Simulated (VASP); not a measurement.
# C (P6_3/mmc) in VASP: further runs

Runs on C. Level: r2SCAN. Tasks: single point.

Everything below comes from runs of VASP 6.6.1. Logs are shortened: lines on timing, memory, paths and dates and some standing lists are left out, and cuts for length are marked.

### Step 1. The cell of the first run

Symmetry: P6_3/mmc, No. 194, hexagonal system. The conventional cell has a = 2.456 Å, b = 2.456 Å, c = 7.011 Å, α = 90.00°, β = 90.00°, γ = 120.00°. C (site symmetry -6m2) has 3 C at 1.42 Å within 1.9 Å. C (site symmetry -6m2) has 3 C at 1.42 Å within 1.9 Å.

### Step 2. Single point, r2SCAN

File POSCAR:

```
C
1.0
    2.4559134450      0.0000000000      0.0000000000
   -1.2279567225      2.1268834329      0.0000000000
    0.0000000000      0.0000000000      7.0106290262
C
4
Direct
    1.0000000000      1.0000000000      0.2500000000
    0.0000000000      0.0000000000      0.7500000000
    0.3333333333      0.6666666667      0.2500000000
    0.6666666667      0.3333333333      0.7500000000
```

File INCAR.step1:

```
SYSTEM = C
PREC = Accurate
ENCUT = 520
ISMEAR = -1
SIGMA = 0.2
LREAL = .False.
LASPH = .True.
NELM = 60
NBANDS = 16
GGA = PE
ALGO = Normal
EDIFF = 1E-4
LWAVE = .True.
LCHARG = .False.
```

File INCAR.step2:

```
SYSTEM = C
PREC = Accurate
ENCUT = 520
EDIFF = 1E-7
ISMEAR = -1
SIGMA = 0.2
LREAL = .False.
LASPH = .True.
NELM = 60
ALGO = Normal
ISIF = 2
LWAVE = .False.
LCHARG = .False.
METAGGA = R2SCAN
LMIXTAU = .True.
NBANDS = 16
ISTART = 1
```

File KPOINTS:

```
regular mesh
0
Gamma
  15 15 5
  0 0 0
```

Potentials or basis: VASP PAW PBE potentials, release 64 (C).

Launch:

```sh
$ cat potpaw_PBE.64/C/POTCAR > POTCAR
$ cp INCAR.step1 INCAR
$ mpirun -np 1 vasp_std > vasp.out
$ cp INCAR.step2 INCAR
$ mpirun -np 1 vasp_std > vasp.out
```

OUTCAR:

```text
SYSTEM = C
   PREC = Accurate
   ENCUT = 520
   EDIFF = 1E-7
   ISMEAR = -1
   LREAL = .False.
   LASPH = .True.
   NELM = 60
   ISIF = 2
   METAGGA = R2SCAN
   ISTART = 1

 ion  position               nearest neighbor table
   1  0.000  0.000  0.250-   3 1.42   3 1.42   3 1.42
   2  0.000  0.000  0.750-   4 1.42   4 1.42   4 1.42
   3  0.333  0.667  0.250-   1 1.42   1 1.42   1 1.42
   4  0.667  0.333  0.750-   2 1.42   2 1.42   2 1.42

  LATTYP: Found a hexagonal cell.
 ALAT       =     2.4559134450
 C/A-ratio  =     2.8545912481

  Lattice vectors:

 A1 = (   2.4559134450,   0.0000000000,   0.0000000000)
 A2 = (  -1.2279567225,   2.1268834329,   0.0000000000)
 A3 = (   0.0000000000,   0.0000000000,   7.0106290262)

Analysis of symmetry for initial positions (statically):
=====================================================================
 Subroutine PRICEL returns:
 Original cell was already a primitive cell.

 Routine SETGRP: Setting up the symmetry group for a
 hexagonal supercell.

 Subroutine GETGRP returns: Found 24 space group operations
 (whereof 12 operations were pure point group operations)
 out of a pool of 24 trial point group operations.

The static configuration has the point symmetry D_3d.
 The point group associated with its full space group is D_6h.

Analysis of symmetry for dynamics (positions and initial velocities):
=====================================================================
 Subroutine PRICEL returns:
 Original cell was already a primitive cell.

 Routine SETGRP: Setting up the symmetry group for a
 hexagonal supercell.

 Subroutine GETGRP returns: Found 24 space group operations
 (whereof 12 operations were pure point group operations)
 out of a pool of 24 trial point group operations.

The dynamic configuration has the point symmetry D_3d.
 The point group associated with its full space group is D_6h.

 Subroutine INISYM returns: Found 24 space group operations
 (whereof 12 operations are pure point group operations),
 and found     1 'primitive' translations

----------------------------------------------------------------------------------------

                                     Primitive cell

  volume of cell :      36.6196

  direct lattice vectors                    reciprocal lattice vectors
     2.455913445  0.000000000  0.000000000     0.407180474  0.235085756  0.000000000
    -1.227956723  2.126883433  0.000000000     0.000000000  0.470171512  0.000000000
     0.000000000  0.000000000  7.010629026     0.000000000  0.000000000  0.142640553

  length of vectors
     2.455913445  2.455913445  7.010629026     0.470171512  0.470171512  0.142640553

  position of ions in fractional coordinates (direct lattice)
     0.000000000  0.000000000  0.250000000
     0.000000000  0.000000000  0.750000000
     0.333333333  0.666666667  0.250000000
     0.666666667  0.333333333  0.750000000

  ion indices of the primitive-cell ions
   primitive index   ion index
                 1           1
                 2           2
                 3           3
                 4           4

----------------------------------------------------------------------------------------

 KPOINTS: regular mesh

Automatic generation of k-mesh.
 Grid dimensions read from file:
 generate k-points for:   15   15    5

 Generating k-lattice:

  Cartesian coordinates                     Fractional coordinates (reciprocal lattice)
     0.027145365  0.015672384  0.000000000     0.066666667  0.000000000  0.000000000
     0.000000000  0.031344767  0.000000000     0.000000000  0.066666667  0.000000000
     0.000000000  0.000000000  0.028528111     0.000000000  0.000000000  0.200000000

  Length of vectors
     0.031344767  0.031344767  0.028528111

  Shift w.r.t. Gamma in fractional coordinates (k-lattice)
     0.000000000  0.000000000  0.000000000

 Subroutine IBZKPT returns following result:
 ===========================================

 Found     81 irreducible k-points:

 Following reciprocal coordinates:
            Coordinates               Weight
  0.000000  0.000000  0.000000      1.000000
  0.066667  0.000000  0.000000      6.000000
  0.133333 -0.000000  0.000000      6.000000
  0.200000  0.000000  0.000000      6.000000
  0.266667 -0.000000  0.000000      6.000000
  0.333333  0.000000  0.000000      6.000000
[... 16 lines left out ...]
  0.333333  0.200000  0.000000     12.000000
  0.400000  0.200000  0.000000      6.000000
 [... further k-points ...]
   k-points           NKPTS =     81   k-points in BZ     NKDIM =     81   number of bands    NBANDS=     16
   number of dos      NEDOS =    301   number of ions     NIONS =      4
   total plane-waves  NPLWV =  17496
   dimension x,y,z NGX =    18 NGY =   18 NGZ =   54
   dimension x,y,z NGXF=    36 NGYF=   36 NGZF=  108
   ions per type =               4
   NGX,Y,Z   is equivalent  to a cutoff of  12.18, 12.18, 12.81 a.u.
   NGXF,Y,Z  is equivalent  to a cutoff of  24.37, 24.37, 25.61 a.u.
 SYSTEM =  C
   PREC   = accura    normal or accurate (medium, high low for compatibility)
   ISTART =      1    job   : 0-new  1-cont  2-samecut
   ICHARG =      0    charge: 1-file 2-atom 10-const
   ISPIN  =      1    spin polarized calculation?
   LNONCOLLINEAR =      F non collinear calculations
   LSORBIT =      F    spin-orbit coupling
   LASPH  =      T    aspherical Exc in radial PAW
   ENCUT  =  520.0 eV  38.22 Ry    6.18 a.u.   4.57  4.57 13.04*2*pi/ulx,y,z
   NELM   =     60;   NELMIN=  2; NELMDL=  0     # of ELM steps
   EDIFF  = 0.1E-06   stopping-criterion for ELM
   LREAL  =      F    real-space projection
   EDIFFG = 0.1E-05   stopping-criterion for IOM
   NSW    =      0    number of steps for IOM
   IBRION =     -1    ionic relax: 0-MD 1-quasi-New 2-CG
   NFREE  =      0    steps in history (QN), initial steepest desc. (CG)
   ISIF   =      2    stress and relaxation
   ISYM   =      2    0-nonsym 1-usesym 2-fastsym
   POTIM  = 0.5000    time-step for ionic-motion
   TEBEG  =    0.0;   TEEND  =   0.0 temperature during run
   PSTRESS=    0.0 pullay stress
   NELECT =      16.0000    total number of electrons
   NUPDOWN=      -1.0000    fix difference up-down
   EMIN   =  10.00;   EMAX   =-10.00  energy-range for DOS
   EFERMI =   0.00;   METHOD = LEGACY
   ISMEAR =    -1;   SIGMA  =   0.20  broadening in eV -4-tet -1-fermi 0-gaus
   EFERMI_NEDOS =   21; number of points for ismear=-14 and -15
   IALGO  =     38    algorithm
   IMIX   =      4    mixing-type and parameters
     AMIX     =   0.40;   BMIX     =  1.00
     AMIX_MAG =   1.60;   BMIX_MAG =  1.00
  volume/ion in A,a.u.               =       9.15        61.78
  Fermi-wavevector in a.u.,A,eV,Ry     =   1.242254  2.347519 20.996428  1.543194
  Thomas-Fermi vector in A             =   2.376616
   LORBIT       =      0    0 simple, 1 ext, 2 COOP (PROOUT), +10 PAW based schemes
   METAGGA = R2SCAN    functional components
   LHFCALC =     F    Hartree Fock is set to
   AEXX    =    0.0000 exact exchange contribution
   IVDW    =     0    specifies the selected vdW correction
   LEPSILON=     F    determine dielectric tensor
   LRPA    =     F    only Hartree local field effects (RPA)
 non-spin polarized calculation
  energy-cutoff  :      520.00
  volume of cell :       36.62
 maximum number of plane-waves:      1008
   NGX =  9   NGY =  9   NGZ = 27

 number of electron      15.9999995 magnetization

 Free energy of the ion-electron system (eV)
  ---------------------------------------------------
  ext. energy  EPLUGINS =         0.00000000
  ---------------------------------------------------
  free energy    TOTEN  =       -39.75544946 eV

  energy without entropy =      -39.74459328  energy(sigma->0) =      -39.75002137

 E-fermi :   4.3156     XC(G=0): -10.8305

 val. band max:        4.3143041847   @ k =   0.3333   0.3333   0.4000
 cond. band min:       4.4830449643   @ k =   0.3333   0.3333   0.4000
 fundamental gap:      0.1687407796
 Fermi energy:         4.3155707449

 k-point     1 :       0.0000    0.0000    0.0000
  band No.  band energies     occupation
      1     -16.6317      2.00000
      2     -16.4225      2.00000
      3      -4.5633      2.00000
      4      -2.9578      2.00000
      5       1.0986      2.00000
      6       1.0986      2.00000
[... 8 lines left out ...]
     15      16.7556      0.00000
     16      16.9198      0.00000

 k-point     2 :       0.0667    0.0000    0.0000
  band No.  band energies     occupation
      1     -16.5193      2.00000
      2     -16.3115      2.00000
      3      -4.4274      2.00000
      4      -2.8282      2.00000
      5       0.6353      2.00000
      6       0.6545      2.00000
[... 8 lines left out ...]
     15      16.3325      0.00000
     16      16.5187      0.00000

 k-point     3 :       0.1333   -0.0000    0.0000
  band No.  band energies     occupation
      1     -16.1829      2.00000
      2     -15.9791      2.00000
      3      -4.0214      2.00000
      4      -2.4421      2.00000
      5      -0.5898      2.00000
      6      -0.5551      2.00000
[... 8 lines left out ...]
     15      15.1663      0.00000
     16      15.4314      0.00000

 k-point     4 :       0.2000    0.0000    0.0000
  band No.  band energies     occupation
      1     -15.6249      2.00000
      2     -15.4281      2.00000
      3      -3.3514      2.00000
      4      -2.2616      2.00000
      5      -2.2082      2.00000
      6      -1.8081      2.00000
[... 8 lines left out ...]
     15      16.7825      0.00000
     16      16.8162      0.00000
[... 324 lines left out ...]
 k-point    22 :       0.2667    0.2000    0.0000
  band No.  band energies     occupation
      1     -12.5899      2.00000
      2     -12.4298      2.00000
      3      -6.6598      2.00000
      4      -6.5883      2.00000
      5      -4.5086      2.00000
      6      -4.4570      2.00000
[... 8 lines left out ...]
     15      17.7134      0.00000
     16      18.2204      0.00000

 k-point    23 :       0.3333    0.2000    0.0000
  band No.  band energies     occupation
      1     -11.3716      2.00000
      2     -11.2303      2.00000
      3      -8.1781      2.00000
      4      -8.0813      2.00000
      5      -4.9741      2.00000
      6      -4.9083      2.00000
[... 8 lines left out ...]
     15      17.2844      0.00000
     16      17.7831      0.00000

 k-point    24 :       0.4000    0.2000    0.0000
  band No.  band energies     occupation
      1     -10.3840      2.00000
      2     -10.3108      2.00000
      3      -9.2219      2.00000
      4      -9.1760      2.00000
      5      -5.1190      2.00000
      6      -5.0495      2.00000
[... 8 lines left out ...]
     15      16.7328      0.00000
     16      16.8694      0.00000

 [... further k-points ...]

------------------------ aborting loop because EDIFF is reached ----------------------------------------

  FORCE on cell =-STRESS in cart. coord.  units (eV):
  Direction    XX          YY          ZZ          XY          YZ          ZX
  --------------------------------------------------------------------------------------
  -------------------------------------------------------------------------------------
  Total        0.2348712      0.2348712      0.0056456      0.0000000     -0.0000000     -0.0000000
  in kB       10.2760586     10.2760586      0.2470067      0.0000000     -0.0000000     -0.0000000
  external PRESSURE =       6.9330413 kB  Pullay stress =       0.0000000 kB

 VOLUME and BASIS-vectors are now :
 -----------------------------------------------------------------------------
  energy-cutoff  :      520.00
  volume of cell :       36.62
      direct lattice vectors                 reciprocal lattice vectors
     2.455913445  0.000000000  0.000000000     0.407180474  0.235085756  0.000000000
    -1.227956723  2.126883433  0.000000000     0.000000000  0.470171512  0.000000000
     0.000000000  0.000000000  7.010629026     0.000000000  0.000000000  0.142640553

 POSITION                                       TOTAL-FORCE (eV/Angst)
 -----------------------------------------------------------------------------------
      0.00000      0.00000      1.75266        -0.000000      0.000000     -0.000000
      0.00000      0.00000      5.25797         0.000000     -0.000000     -0.000000
     -0.00000      1.41792      1.75266         0.000000      0.000000     -0.000000
      1.22796      0.70896      5.25797        -0.000000      0.000000      0.000000
 -----------------------------------------------------------------------------------
    total drift:                                0.000000     -0.000000      0.000000

  FREE ENERGIE OF THE ION-ELECTRON SYSTEM (eV)
  ---------------------------------------------------
  free  energy   TOTEN  =       -39.7554494578 eV

  energy  without entropy=      -39.7445932773  energy(sigma->0) =      -39.75002137
```

Run time: 2.1 min. Hardware: 1 thread of Intel Xeon Platinum 8488C (Sapphire Rapids), shared host; peak memory 0.16 GiB.

Results:

* Free energy: -39.7554 eV
* Pressure: 0.7 GPa
* Band gap on the k mesh: zero (bands 8 and 9 overlap by 0.02 eV)

Levels at points of the mesh, in eV from the Fermi level:
```tsv
k point	band 5	band 6	band 7	band 8	band 9	band 10	band 11	band 12
(0.00, 0.00, 0.00)	-3.22	-3.22	-3.20	-3.20	4.05	8.71	8.71	8.75
```

Caveat: the PAW data sets were made with another functional, which shifts forces and pressure a little.

### Step 3. Single point, r2SCAN

POSCAR is that of step 2.

File INCAR.step1:

```
SYSTEM = C
PREC = Accurate ; ENCUT = 520
ISMEAR = -1 ; SIGMA = 0.3
LREAL = .False. ; LASPH = .True.
NELM = 60 ; NBANDS = 16
GGA = PE ; ALGO = Normal
EDIFF = 1E-4 ; LWAVE = .True.
LCHARG = .False.
```

File INCAR.step2:

```
SYSTEM = C
PREC = Accurate ; ENCUT = 520
EDIFF = 1E-6 ; ISMEAR = -1
SIGMA = 0.3 ; LREAL = .False.
LASPH = .True. ; NELM = 60
ALGO = Normal ; ISIF = 2
LWAVE = .False. ; LCHARG = .True.
METAGGA = R2SCAN ; LMIXTAU = .True.
LELF = .True. ; LVHAR = .True.
NBANDS = 16 ; ISTART = 1
```

KPOINTS is that of step 2.

Potentials or basis: VASP PAW PBE potentials, release 64 (C).

Launch:

```sh
$ cat potpaw_PBE.64/C/POTCAR > POTCAR
$ cp INCAR.step1 INCAR
$ mpirun -np 1 vasp_std > vasp.out
$ cp INCAR.step2 INCAR
$ mpirun -np 1 vasp_std > vasp.out
```

It took 2 min on 1 thread of Intel Xeon Platinum 8488C (Sapphire Rapids), shared host; peak memory 0.16 GiB.

The run converged. Its results:

```yaml
Free_energy: -39.7635 eV
Pressure: 0.7 GPa
Band_gap_on_the_k_mesh: zero (bands 8 and 9 overlap by 0.02 eV)
```

Stress tensor (GPa, compression positive):
```
1.10 0.00 0.00
0.00 1.10 0.00
0.00 0.00 0.02
```

Levels at points of the mesh, in eV from the Fermi level:
| k point | band 4 | band 5 | band 6 | band 7 | band 8 | band 9 | band 10 | band 11 | band 12 | band 13 |
| --- | --- | --- | --- | --- | --- | --- | --- | --- | --- | --- |
| (0.00, 0.00, 0.00) | -7.27 | -3.21 | -3.21 | -3.20 | -3.20 | 4.06 | 8.72 | 8.72 | 8.76 | 8.76 |

Caveat: so wide a smearing shifts energies and pressures; the PAW data sets were made with another functional, which shifts forces and pressure a little.

The gap in the log of VASP goes by the Fermi energy; the results here count the filled bands.